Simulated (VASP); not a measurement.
CdO (Monteponite):

```
Cd O
1.0
     0.00000    2.31775    2.31775
     2.31775    0.00000    2.31775
     2.31775    2.31775    0.00000
Cd O
1 1
Direct
  0.00000 0.00000 0.00000
  0.50000 0.50000 0.50000
```

Base run:

| Quantity | Value |
| --- | --- |
| Program | VASP 6.6.1 |
| Functional | revPBE |
| Potentials or basis | VASP PAW PBE potentials, release 64 (Cd, O) |
| Cutoff | 600 eV |
| k mesh | 10 × 10 × 10 |
| Occupations | fermi-dirac, width 0.05 eV |
| Spin | no spin polarisation |

Its results: band gap on the k mesh zero (band 9 reaches 2.55 eV, above the bottom of band 10 at 2.25 eV); pressure 18.1 GPa.

Problem. The run is repeated on the same cell with these changes: functional from revPBE to PBE; dispersion from none to D4. What comes out?

Solution. Band gap on the k mesh zero (band 9 reaches 2.44 eV, above the bottom of band 10 at 2.09 eV); pressure 10.7 GPa.

Several settings changed at once, so the effect can't be laid on one alone.

Caveats: the PAW data sets were made with another functional, which shifts forces and pressure a little (some runs); pairwise dispersion overbinds metals, which lowers pressure and volume (some runs).
